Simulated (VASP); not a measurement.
Set up this calculation in VASP 6.6.1, as the native input.

| Quantity | Value |
| --- | --- |
| Task | single point |
| Functional | LDA |
| Potentials or basis | VASP PAW LDA potentials, release 64 (C) |
| Cutoff | 520 eV |
| k mesh | 12 × 12 × 2 |
| Occupations | fermi-dirac, width 0.05 eV |
| Spin | no spin polarisation |
| Dipole correction | no |
| Further INCAR settings | ALGO = Normal; EDIFF = 1e-06; NBANDS = 16 |

The structure of C lies in POSCAR:

```
C
1.0
    2.5044010599      0.0000000000      0.0000000000
   -1.2522005300      2.1688749392      0.0000000000
    0.0000000000      0.0000000000     24.6072952438
C
4
Direct
    0.6666666667      0.3333333333      0.5704754400
    0.3333333333      0.6666666667      0.4295245600
    0.0000000000      0.0000000000      0.4295312300
    0.0000000000      0.0000000000      0.5704687700
```

These files were run (other wordings do the same):

INCAR

```
SYSTEM = C
  PREC = Accurate
  ENCUT = 520
  EDIFF = 1E-6
  ISMEAR = -1
  SIGMA = 0.05
  LREAL = .FALSE.
  LASPH = .TRUE.
  NELM = 60
  ALGO = Normal
  ISIF = 2
  LWAVE = .FALSE.
  LCHARG = .TRUE.
  LELF = .TRUE.
  LVHAR = .TRUE.
  NBANDS = 16
```

KPOINTS

```
Automatic mesh
0
G
  12 12 2
  0 0 0
```

Potentials or basis: VASP PAW LDA potentials, release 64 (C).

Run with:

```console
$ cat potpaw_LDA.64/C/POTCAR > POTCAR
$ mpirun -np 1 vasp_std > vasp.out
```

It gave:

```yaml
Largest_force: 0.027 eV/Å
Band_gap_on_the_k_mesh: zero (filled and empty bands touch)
```

It took 100 s on 1 thread of Intel(R) Xeon(R) Platinum 8488C (Sapphire Rapids), on a shared host, peak memory 0.23 GiB.
